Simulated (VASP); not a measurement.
# MgO (P6_3/mmc) in VASP: notebook, part 2 of 2

VASP 6.6.1. Earlier steps stand in the parts before.

### 4 Single point, PBEsol (strain +0.025 along x and y, +0.050 along z)

Contents of INCAR:

```
PREC     = Accurate       # precision mode
ENCUT    = 520            # plane-wave cutoff, eV
EDIFF    = 1E-7           # SCF threshold, eV
ISMEAR   = 0              # smearing method
SIGMA    = 0.05           # smearing width, eV
LREAL    = F              # projectors in reciprocal space
LASPH    = T              # aspherical terms in the spheres
NELM     = 60             # most SCF steps
ALGO     = Normal         # electronic algorithm
ISIF     = 2              # what is computed and relaxed
LWAVE    = F              # write WAVECAR
LCHARG   = F              # write CHGCAR
GGA      = PS             # functional
NBANDS   = 16             # bands
```

Contents of KPOINTS:

```
regular mesh
0
Gamma
  9 9 6
```

Contents of POSCAR:

```
MgO
1.0
    3.5735373093      0.0000000000      0.0000000000
   -1.7867686547      3.0947740912      0.0000000000
    0.0000000000      0.0000000000      4.3869432810
Mg O
2 2
Direct
    0.6666666667      0.3333333333      0.7500000000
    0.3333333333      0.6666666667      0.2500000000
    0.6666666667      0.3333333333      0.2500000000
    0.3333333333      0.6666666667      0.7500000000
```

Potentials or basis: VASP PAW PBE potentials, release 64 (Mg, O).

Launch:

```
$ cat potpaw_PBE.64/Mg/POTCAR potpaw_PBE.64/O/POTCAR > POTCAR
$ mpirun -np 1 vasp_std > vasp.out
```

OUTCAR:

```text
PREC = Accurate
   ENCUT = 520
   EDIFF = 1E-7
   ISMEAR = 0
   LREAL = F
   LASPH = T
   NELM = 60
   ISIF = 2
   GGA = PS

 ion  position               nearest neighbor table
   1  0.667  0.333  0.750-   4 2.06   4 2.06   4 2.06   3 2.19   3 2.19   2 3.01   2 3.01   2 3.01
                             2 3.01   2 3.01   2 3.01
   2  0.333  0.667  0.250-   3 2.06   3 2.06   3 2.06   4 2.19   4 2.19   1 3.01   1 3.01   1 3.01
                             1 3.01   1 3.01   1 3.01
   3  0.667  0.333  0.250-   2 2.06   2 2.06   2 2.06   1 2.19   1 2.19
   4  0.333  0.667  0.750-   1 2.06   1 2.06   1 2.06   2 2.19   2 2.19

  LATTYP: Found a hexagonal cell.
 ALAT       =     3.5735373093
 C/A-ratio  =     1.2276192750

  Lattice vectors:

 A1 = (   3.5735373093,   0.0000000000,   0.0000000000)
 A2 = (  -1.7867686547,   3.0947740912,   0.0000000000)
 A3 = (   0.0000000000,   0.0000000000,   4.3869432810)

Analysis of symmetry for initial positions (statically):
=====================================================================
 Subroutine PRICEL returns:
 Original cell was already a primitive cell.

 Routine SETGRP: Setting up the symmetry group for a
 hexagonal supercell.
[... 170 lines left out ...]
  free energy    TOTEN  =       -24.60776421 eV

  energy without entropy =      -24.60776421  energy(sigma->0) =      -24.60776421

 E-fermi :   1.5682     XC(G=0):  -9.8842

 val. band max:        1.3122176578   @ k =   0.0000   0.0000   0.0000
 cond. band min:       4.1075498156   @ k =   0.0000   0.0000   0.0000
 fundamental gap:      2.7953321578
 Fermi energy:         1.5681962539

 k-point     1 :       0.0000    0.0000    0.0000
  band No.  band energies     occupation
      1     -15.1724      2.00000
      2     -14.0207      2.00000
      3      -2.1083      2.00000
      4      -0.2611      2.00000
      5      -0.2611      2.00000
      6       0.5555      2.00000
[... 433 lines left out ...]
      3      -1.9043      2.00000
      4      -1.3292      2.00000
      5      -1.3292      2.00000
      6       0.1658      2.00000
[... 8 lines left out ...]
     15      14.4725      0.00000
     16      16.6811      0.00000

 [... further k-points ...]
[... 5 lines left out ...]
  --------------------------------------------------------------------------------------
  -------------------------------------------------------------------------------------
  Total       -2.8042619     -2.8042619     -3.6463515      0.0000000      0.0000000      0.0000000
  in kB      -92.6061558    -92.6061558   -120.4147883      0.0000000      0.0000000      0.0000000
  external PRESSURE =    -101.8757000 kB  Pullay stress =       0.0000000 kB

 VOLUME and BASIS-vectors are now :
 -----------------------------------------------------------------------------
  energy-cutoff  :      520.00
  volume of cell :       48.52
      direct lattice vectors                 reciprocal lattice vectors
     3.573537309  0.000000000  0.000000000     0.279834773  0.161562681  0.000000000
    -1.786768655  3.094774091  0.000000000     0.000000000  0.323125362  0.000000000
     0.000000000  0.000000000  4.386943281     0.000000000  0.000000000  0.227949152

 POSITION                                       TOTAL-FORCE (eV/Angst)
 -----------------------------------------------------------------------------------
      1.78677      1.03159      3.29021         0.000000     -0.000000      0.000000
     -0.00000      2.06318      1.09674         0.000000      0.000000      0.000000
      1.78677      1.03159      1.09674         0.000000     -0.000000      0.000000
     -0.00000      2.06318      3.29021        -0.000000      0.000000      0.000000
 -----------------------------------------------------------------------------------
    total drift:                               -0.000000      0.000000     -0.000000

  FREE ENERGIE OF THE ION-ELECTRON SYSTEM (eV)
  ---------------------------------------------------
  free  energy   TOTEN  =       -24.6077642127 eV

  energy  without entropy=      -24.6077642127  energy(sigma->0) =      -24.60776421
```

stdout:

```text
POSCAR found type information on POSCAR MgO
 POSCAR found :  2 types and       4 ions
 scaLAPACK will be used
 -----------------------------------------------------------------------------
|                                                                             |
|                                                                             |
|     You enforced a specific xc type in the INCAR file but a different       |
|     I HOPE YOU KNOW WHAT YOU ARE DOING!                                     |
|                                                                             |
 -----------------------------------------------------------------------------

 LDA part: xc-table for (Slater+PW92), standard interpolation
 POSCAR, INCAR and KPOINTS ok, starting setup
 FFT: planning ... GRIDC
 FFT: planning ... GRID_SOFT
 FFT: planning ... GRID
 WAVECAR not read
 entering main loop
```

It took 57 s on 1 thread of Intel Xeon 8259CL, shared host; peak memory 0.19 GiB.

Results:

```yaml
Free_energy: -24.6078 eV
Pressure: -10.2 GPa
Band_gap_on_the_k_mesh: 2.80 eV, direct
```

Levels at points of the mesh, in eV from the valence-band top:
```tsv
k point	band 4	band 5	band 6	band 7	band 8	band 9	band 10	band 11	band 12	band 13
(0.00, 0.00, 0.00)	-1.57	-1.57	-0.76	-0.76	0.00	2.80	8.50	11.09	11.88	11.88
(0.00, 0.00, 0.50)	-2.30	-1.18	-1.18	-1.18	-1.18	5.77	5.77	12.24	12.24	12.24
```

Caveat: the cell differs from its parent crystal (strain +0.025 along x and y, +0.050 along z); the PAW data sets were made with another functional, which shifts forces and pressure a little.

### 5 Single point, PBEsol (strain +0.050 along x and y, +0.025 along z)

Contents of INCAR:

```
ALGO = Normal ; EDIFF = 1E-6
ENCUT = 520 ; GGA = PS
ISIF = 2 ; ISMEAR = 0
LASPH = True ; LCHARG = True
LELF = True ; LREAL = False
LVHAR = True ; LWAVE = False
NBANDS = 16 ; NELM = 80
PREC = Accurate ; SIGMA = 0.05
```

Contents of KPOINTS:

```
k-points
0
Gamma
  9 9 6
```

Contents of POSCAR:

```
MgO
1.0
    3.6606967558      0.0000000000      0.0000000000
   -1.8303483779      3.1702563861      0.0000000000
    0.0000000000      0.0000000000      4.2824922505
Mg O
2 2
Direct
    0.6666666667      0.3333333333      0.7500000000
    0.3333333333      0.6666666667      0.2500000000
    0.6666666667      0.3333333333      0.2500000000
    0.3333333333      0.6666666667      0.7500000000
```

Launch:

```
$ cat potpaw_PBE.64/Mg/POTCAR potpaw_PBE.64/O/POTCAR > POTCAR
$ mpirun -np 1 vasp_std > vasp.out
```

It took 45 s on 1 thread of Intel Xeon 8259CL, shared host; peak memory 0.18 GiB.

The run converged. Its results:

```
Free energy            : -24.5326 eV
Pressure               : -12.0 GPa
Band gap on the k mesh : 2.77 eV, direct
```

Stress tensor (GPa, compression positive):
```
-12.47   0.00   0.00
  0.00 -12.47   0.00
  0.00   0.00 -11.08
```

Levels at points of the mesh, in eV from the valence-band top:
```csv
k point,band 5,band 6,band 7,band 8,band 9,band 10,band 11,band 12
"(0.00, 0.00, 0.00)",-1.52,-0.60,-0.60,0.00,2.77,8.55,11.41,11.51
"(0.00, 0.00, 0.50)",-1.07,-1.07,-1.07,-1.07,5.78,5.78,11.86,11.86
```

Caveat: the cell differs from its parent crystal (strain +0.050 along x and y, +0.025 along z); the PAW data sets were made with another functional, which shifts forces and pressure a little.

### 6 Single point, PBEsol (strain +0.050 along x and y, +0.050 along z)

Contents of INCAR:

```
PREC = Accurate
ENCUT = 520
EDIFF = 1E-6
ISMEAR = 0
SIGMA = 0.05
LREAL = False
LASPH = True
NELM = 100
ALGO = Normal
ISIF = 2
LWAVE = False
LCHARG = False
GGA = PS
NBANDS = 16
```

Contents of KPOINTS:

```
regular mesh
0
Gamma
  9 9 6
```

Changes to POSCAR since step 5:

```diff
@@ -4,3 +4,3 @@
    -1.8303483779      3.1702563861      0.0000000000
-    0.0000000000      0.0000000000      4.2824922505
+    0.0000000000      0.0000000000      4.3869432810
 Mg O
```

Potentials or basis: VASP PAW PBE potentials, release 64 (Mg, O).

Launch:

```
$ cat potpaw_PBE.64/Mg/POTCAR potpaw_PBE.64/O/POTCAR > POTCAR
$ mpirun -np 1 vasp_std > vasp.out
```

Run time: 51 s. Hardware: 1 thread of Intel Xeon 8259CL, shared host; peak memory 0.19 GiB.

It converged, with:

| Item | Value |
| --- | --- |
| Free energy | -24.4359 eV |
| Pressure | -14.0 GPa |
| Band gap on the k mesh | 2.61 eV, direct |

Stress tensor (GPa, compression positive):
```
-13.76   0.00   0.00
  0.00 -13.76   0.00
  0.00   0.00 -14.60
```

Levels at points of the mesh, in eV from the valence-band top:
| k point | band 6 | band 7 | band 8 | band 9 | band 10 | band 11 |
| --- | --- | --- | --- | --- | --- | --- |
| (0.00, 0.00, 0.00) | -0.64 | -0.64 | 0.00 | 2.61 | 8.24 | 10.97 |
| (0.00, 0.00, 0.50) | -1.07 | -1.07 | -1.07 | 5.59 | 5.59 | 11.81 |

Caveat: the cell differs from its parent crystal (strain +0.050 along x and y, +0.050 along z); the PAW data sets were made with another functional, which shifts forces and pressure a little.

### 7 The runs side by side

```tsv
cell	gap on the mesh (eV)	pressure (GPa)
a = 3.574, b = 3.574, c = 4.282 Å, angles 90.0, 90.0, 120.0°, 4 atoms	2.95	-7.9
a = 3.661, b = 3.661, c = 4.178 Å, angles 90.0, 90.0, 120.0°, 4 atoms	2.93	-9.4
a = 3.574, b = 3.574, c = 4.387 Å, angles 90.0, 90.0, 120.0°, 4 atoms	2.80	-10.2
a = 3.661, b = 3.661, c = 4.282 Å, angles 90.0, 90.0, 120.0°, 4 atoms	2.77	-12.0
a = 3.661, b = 3.661, c = 4.387 Å, angles 90.0, 90.0, 120.0°, 4 atoms	2.61	-14.0
```

Alike in all rows: task single point; level PBEsol; potentials or basis VASP PAW PBE potentials, release 64 (Mg, O); no spin polarisation; k mesh 9 × 9 × 6; cutoff (eV) 520; smearing gaussian 0.05 eV.

Caveats: the PAW data sets were made with another functional, which shifts forces and pressure a little.

Absolute energies hang on the potentials; compare differences alone.
